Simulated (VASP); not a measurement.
# Bi4Te5 in VASP: further runs

Bi4Te5 is run at these levels: PBE; tasks: single point.

All numbers are computed with VASP 6.6.1; they aren't measurements. Logs are shortened: lines on timing, memory, paths and dates and some standing lists are left out, and cuts for length are marked.

## Step 1: The cell of the first run

The cell holds a slab with vacuum, 9 atoms: a = 4.447 Å, b = 4.447 Å, c = 32.336 Å, α = 90.00°, β = 90.00°, γ = 120.00°.

## Step 2: Single point, PBE

File INCAR:

```
SYSTEM = Bi4Te5
PREC     = Accurate       ! precision mode
ENCUT    = 520            ! plane-wave cutoff, eV
EDIFF    = 1E-6           ! SCF threshold, eV
ISMEAR   = 0              ! smearing method
SIGMA    = 0.05           ! smearing width, eV
LREAL    = .FALSE.        ! projectors in reciprocal space
LASPH    = .TRUE.         ! aspherical terms in the spheres
NELM     = 80             ! most SCF steps
ALGO     = Normal         ! electronic algorithm
ISIF     = 2              ! what is computed and relaxed
LWAVE    = .FALSE.        ! write WAVECAR
LCHARG   = .FALSE.        ! write CHGCAR
LDIPOL   = .TRUE.       
IDIPOL   = 3            
DIPOL    = 0.5 0.5 0.500
GGA      = PE             ! functional
NBANDS   = 55             ! bands
```

File KPOINTS:

```
Automatic mesh
0
G
  9 9 1
  0 0 0
```

File POSCAR:

```
Bi4Te5
1.0
    4.4465494044      0.0000000000      0.0000000000
   -2.2232747022      3.8508247434      0.0000000000
    0.0000000000      0.0000000000     32.3362793765
Bi Te
4 5
Direct
    0.3333333333      0.6666666667      0.2319376300
    0.3333333333      0.6666666667      0.4364567740
    0.0000000000      0.0000000000      0.5635432260
    0.0000000000      0.0000000000      0.7680623700
    0.6666666667      0.3333333333      0.2850864245
    0.0000000000      0.0000000000      0.3833079794
    0.6666666667      0.3333333333      0.5000000000
    0.3333333333      0.6666666667      0.6166920206
    0.6666666667      0.3333333333      0.7149135755
```

Potentials or basis: VASP PAW PBE potentials, release 64 (Bi_d, Te).

Command:

```
$ cat potpaw_PBE.64/Bi_d/POTCAR potpaw_PBE.64/Te/POTCAR > POTCAR
$ mpirun -np 1 vasp_std > vasp.out
```

OUTCAR:

```text
SYSTEM = Bi4Te5
   PREC = Accurate
   ENCUT = 520
   EDIFF = 1E-6
   ISMEAR = 0
   LREAL = .FALSE.
   LASPH = .TRUE.
   NELM = 80
   ISIF = 2
   GGA = PE

 ion  position               nearest neighbor table
   1  0.333  0.667  0.232-   5 3.09   5 3.09   5 3.09
   2  0.333  0.667  0.436-   6 3.09   6 3.09   6 3.09   7 3.29   7 3.29   7 3.29
   3  0.000  0.000  0.564-   8 3.09   8 3.09   8 3.09   7 3.29   7 3.29   7 3.29
   4  0.000  0.000  0.768-   9 3.09   9 3.09   9 3.09
   5  0.667  0.333  0.285-   1 3.09   1 3.09   1 3.09
   6  0.000  0.000  0.383-   2 3.09   2 3.09   2 3.09
   7  0.667  0.333  0.500-   2 3.29   3 3.29   2 3.29   3 3.29   3 3.29   2 3.29
   8  0.333  0.667  0.617-   3 3.09   3 3.09   3 3.09
   9  0.667  0.333  0.715-   4 3.09   4 3.09   4 3.09

  LATTYP: Found a hexagonal cell.
 ALAT       =     4.4465494044
 C/A-ratio  =     7.2722186207

  Lattice vectors:

 A1 = (   4.4465494044,   0.0000000000,   0.0000000000)
 A2 = (  -2.2232747022,   3.8508247434,   0.0000000000)
 A3 = (   0.0000000000,   0.0000000000,  32.3362793765)

Analysis of symmetry for initial positions (statically):
=====================================================================
 Subroutine PRICEL returns:
 Original cell was already a primitive cell.

 Routine SETGRP: Setting up the symmetry group for a
 hexagonal supercell.

 Subroutine GETGRP returns: Found 12 space group operations
 (whereof  6 operations were pure point group operations)
 out of a pool of 24 trial point group operations.

The static configuration has the point symmetry C_3v.
 The point group associated with its full space group is D_3d.

Analysis of symmetry for dynamics (positions and initial velocities):
=====================================================================
 Subroutine PRICEL returns:
 Original cell was already a primitive cell.

 Routine SETGRP: Setting up the symmetry group for a
 hexagonal supercell.

 Subroutine GETGRP returns: Found 12 space group operations
 (whereof  6 operations were pure point group operations)
 out of a pool of 24 trial point group operations.

The dynamic configuration has the point symmetry C_3v.
 The point group associated with its full space group is D_3d.

 Subroutine INISYM returns: Found 12 space group operations
 (whereof  6 operations are pure point group operations),
 and found     1 'primitive' translations

----------------------------------------------------------------------------------------

                                     Primitive cell

  volume of cell :     553.6903

  direct lattice vectors                    reciprocal lattice vectors
     4.446549404  0.000000000  0.000000000     0.224893487  0.129842315  0.000000000
    -2.223274702  3.850824743  0.000000000     0.000000000  0.259684630  0.000000000
     0.000000000  0.000000000 32.336279377     0.000000000  0.000000000  0.030925017

  length of vectors
     4.446549404  4.446549404 32.336279377     0.259684630  0.259684630  0.030925017

  position of ions in fractional coordinates (direct lattice)
     0.333333333  0.666666667  0.231937630
     0.333333333  0.666666667  0.436456774
     0.000000000  0.000000000  0.563543226
     0.000000000  0.000000000  0.768062370
     0.666666667  0.333333333  0.285086425
     0.000000000  0.000000000  0.383307979
     0.666666667  0.333333333  0.500000000
     0.333333333  0.666666667  0.616692021
     0.666666667  0.333333333  0.714913575

  ion indices of the primitive-cell ions
   primitive index   ion index
                 1           1
                 2           2
                 3           3
                 4           4
                 5           5
                 6           6
                 7           7
                 8           8
                 9           9

----------------------------------------------------------------------------------------

 KPOINTS: Automatic mesh

Automatic generation of k-mesh.
 Grid dimensions read from file:
 generate k-points for:    9    9    1

 Generating k-lattice:

  Cartesian coordinates                     Fractional coordinates (reciprocal lattice)
     0.024988165  0.014426924  0.000000000     0.111111111  0.000000000  0.000000000
     0.000000000  0.028853848  0.000000000     0.000000000  0.111111111  0.000000000
     0.000000000  0.000000000  0.030925017     0.000000000  0.000000000  1.000000000

  Length of vectors
     0.028853848  0.028853848  0.030925017

  Shift w.r.t. Gamma in fractional coordinates (k-lattice)
     0.000000000  0.000000000  0.000000000

 Subroutine IBZKPT returns following result:
 ===========================================

 Found     12 irreducible k-points:

 Following reciprocal coordinates:
            Coordinates               Weight
  0.000000  0.000000  0.000000      1.000000
  0.111111 -0.000000  0.000000      6.000000
  0.222222  0.000000  0.000000      6.000000
  0.333333 -0.000000  0.000000      6.000000
  0.444444  0.000000  0.000000      6.000000
  0.111111  0.111111  0.000000      6.000000
  0.222222  0.111111  0.000000     12.000000
  0.333333  0.111111  0.000000     12.000000
  0.444444  0.111111  0.000000      6.000000
  0.222222  0.222222  0.000000      6.000000
  0.333333  0.222222  0.000000     12.000000
  0.333333  0.333333  0.000000      2.000000
   k-points           NKPTS =     12   k-points in BZ     NKDIM =     12   number of bands    NBANDS=     55
   number of dos      NEDOS =    301   number of ions     NIONS =      9
   total plane-waves  NPLWV = 311040
   dimension x,y,z NGX =    36 NGY =   36 NGZ =  240
   dimension x,y,z NGXF=    72 NGYF=   72 NGZF=  480
   ions per type =               4   5
   NGX,Y,Z   is equivalent  to a cutoff of  13.46, 13.46, 12.34 a.u.
   NGXF,Y,Z  is equivalent  to a cutoff of  26.92, 26.92, 24.68 a.u.
 SYSTEM =  Bi4Te5
   PREC   = accura    normal or accurate (medium, high low for compatibility)
   ISTART =      0    job   : 0-new  1-cont  2-samecut
   ICHARG =      2    charge: 1-file 2-atom 10-const
   ISPIN  =      1    spin polarized calculation?
   LNONCOLLINEAR =      F non collinear calculations
   LSORBIT =      F    spin-orbit coupling
   LASPH  =      T    aspherical Exc in radial PAW
   ENCUT  =  520.0 eV  38.22 Ry    6.18 a.u.   8.27  8.27 60.12*2*pi/ulx,y,z
   NELM   =     80;   NELMIN=  2; NELMDL= -5     # of ELM steps
   EDIFF  = 0.1E-05   stopping-criterion for ELM
   LREAL  =      F    real-space projection
   EDIFFG = 0.1E-04   stopping-criterion for IOM
   NSW    =      0    number of steps for IOM
   IBRION =     -1    ionic relax: 0-MD 1-quasi-New 2-CG
   NFREE  =      0    steps in history (QN), initial steepest desc. (CG)
   ISIF   =      2    stress and relaxation
   ISYM   =      2    0-nonsym 1-usesym 2-fastsym
   POTIM  = 0.5000    time-step for ionic-motion
   TEBEG  =    0.0;   TEEND  =   0.0 temperature during run
   PSTRESS=    0.0 pullay stress
   NELECT =      90.0000    total number of electrons
   NUPDOWN=      -1.0000    fix difference up-down
   EMIN   =  10.00;   EMAX   =-10.00  energy-range for DOS
   EFERMI =   0.00;   METHOD = LEGACY
   ISMEAR =     0;   SIGMA  =   0.05  broadening in eV -4-tet -1-fermi 0-gaus
   EFERMI_NEDOS =   21; number of points for ismear=-14 and -15
   IALGO  =     38    algorithm
   IMIX   =      4    mixing-type and parameters
     AMIX     =   0.40;   BMIX     =  1.00
     AMIX_MAG =   1.60;   BMIX_MAG =  1.00
  volume/ion in A,a.u.               =      61.52       415.17
  Fermi-wavevector in a.u.,A,eV,Ry     =   0.893443  1.688362 10.860712  0.798240
  Thomas-Fermi vector in A             =   2.015521
   LORBIT       =      0    0 simple, 1 ext, 2 COOP (PROOUT), +10 PAW based schemes
   GGA     = PE    functional components
   LHFCALC =     F    Hartree Fock is set to
   AEXX    =    0.0000 exact exchange contribution
   IVDW    =     0    specifies the selected vdW correction
   LEPSILON=     F    determine dielectric tensor
   LRPA    =     F    only Hartree local field effects (RPA)
 non-spin polarized calculation
 Gauss-broadening in eV      SIGMA  =   0.05
  energy-cutoff  :      520.00
  volume of cell :      553.69
 maximum number of plane-waves:     14954
 NGX is ok and might be reduce to    36
   NGX = 17   NGY = 17   NGZ =121

 number of electron      90.0000012 magnetization

 dipolmoment           0.000000      0.000000      0.000000 electrons x Angstroem

 Free energy of the ion-electron system (eV)
  ---------------------------------------------------
  ext. energy  EPLUGINS =         0.00000000
  ---------------------------------------------------
  free energy    TOTEN  =       -31.34523791 eV

  energy without entropy =      -31.33548844  energy(sigma->0) =      -31.34036317

 E-fermi :   2.0513     XC(G=0):  -5.8879

 val. band max:        2.0376614643   @ k =   0.3333   0.1111   0.0000
 cond. band min:       2.1004269633   @ k =   0.2222   0.1111   0.0000
 fundamental gap:      0.0627654990
 Fermi energy:         2.0513163701

 k-point     1 :       0.0000    0.0000    0.0000
  band No.  band energies     occupation
      1     -21.5898      2.00000
      2     -21.5898      2.00000
      3     -21.5898      2.00000
      4     -21.5898      2.00000
      5     -21.5790      2.00000
      6     -21.5790      2.00000
[... 47 lines left out ...]
     54       3.3187      0.00000
     55       3.4940      0.00000

 k-point     2 :       0.1111   -0.0000    0.0000
  band No.  band energies     occupation
      1     -21.5901      2.00000
      2     -21.5901      2.00000
      3     -21.5885      2.00000
      4     -21.5885      2.00000
      5     -21.5796      2.00000
      6     -21.5785      2.00000
[... 47 lines left out ...]
     54       3.4179      0.00000
     55       3.6783      0.00000
[... 520 lines left out ...]
     54       4.8127      0.00000
     55       5.1055      0.00000

 k-point    12 :       0.3333    0.3333    0.0000
  band No.  band energies     occupation
      1     -21.5868      2.00000
      2     -21.5868      2.00000
      3     -21.5825      2.00000
      4     -21.5825      2.00000
      5     -21.5795      2.00000
      6     -21.5795      2.00000
[... 47 lines left out ...]
     54       5.0794      0.00000
     55       5.3425      0.00000

------------------------ aborting loop because EDIFF is reached ----------------------------------------

 vacuum level on the upper side and lower side of the slab       (xc-potential included)        -0.006        -0.006

  FORCE on cell =-STRESS in cart. coord.  units (eV):
  Direction    XX          YY          ZZ          XY          YZ          ZX
  --------------------------------------------------------------------------------------
  -------------------------------------------------------------------------------------
  Total       -1.6147319     -1.6147319     -3.0282295     -0.0000000      0.0000000     -0.0000000
  in kB       -4.6724438     -4.6724438     -8.7625891     -0.0000000      0.0000000     -0.0000000
  external PRESSURE =      -6.0358255 kB  Pullay stress =       0.0000000 kB

 VOLUME and BASIS-vectors are now :
 -----------------------------------------------------------------------------
  energy-cutoff  :      520.00
  volume of cell :      553.69
      direct lattice vectors                 reciprocal lattice vectors
     4.446549404  0.000000000  0.000000000     0.224893487  0.129842315  0.000000000
    -2.223274702  3.850824743  0.000000000     0.000000000  0.259684630  0.000000000
     0.000000000  0.000000000 32.336279377     0.000000000  0.000000000  0.030925017

 POSITION                                       TOTAL-FORCE (eV/Angst)
 -----------------------------------------------------------------------------------
     -0.00000      2.56722      7.50000         0.000000     -0.000000      0.744727
     -0.00000      2.56722     14.11339         0.000000      0.000000      0.055601
      0.00000      0.00000     18.22289        -0.000000      0.000000     -0.055601
      0.00000      0.00000     24.83628        -0.000000      0.000000     -0.744727
      2.22327      1.28361      9.21863        -0.000000      0.000000     -0.690541
      0.00000      0.00000     12.39475        -0.000000      0.000000     -0.077155
      2.22327      1.28361     16.16814        -0.000000      0.000000     -0.000000
     -0.00000      2.56722     19.94153        -0.000000      0.000000      0.077155
      2.22327      1.28361     23.11765         0.000000      0.000000      0.690541
 -----------------------------------------------------------------------------------
    total drift:                                0.000000     -0.000000      0.000000

  FREE ENERGIE OF THE ION-ELECTRON SYSTEM (eV)
  ---------------------------------------------------
  free  energy   TOTEN  =       -31.3452379079 eV

  energy  without entropy=      -31.3354884419  energy(sigma->0) =      -31.34036317

 vacuum level on the upper side and lower side of the slab         5.738         5.738
```

Run time: 15 min. Hardware: 1 thread of Intel Xeon Platinum 8488C (Sapphire Rapids), shared host; peak memory 0.76 GiB.

Results:

| Quantity | Value |
| --- | --- |
| Free energy | -31.3452 eV |
| Largest force | 0.745 eV/Å |
| Band gap on the k mesh | zero (bands 45 and 46 overlap by 0.79 eV) |

Forces in eV/Å, atoms in the order of the input:
```
Bi   0.000  0.000  0.745
Bi   0.000  0.000  0.056
Bi   0.000  0.000 -0.056
Bi   0.000  0.000 -0.745
Te   0.000  0.000 -0.691
Te   0.000  0.000 -0.077
Te   0.000  0.000  0.000
Te   0.000  0.000  0.077
Te   0.000  0.000  0.691
```

Caveat: spin-orbit coupling is left out, which moves the levels of the heavy elements.

(Continued in part 2 of 2.)
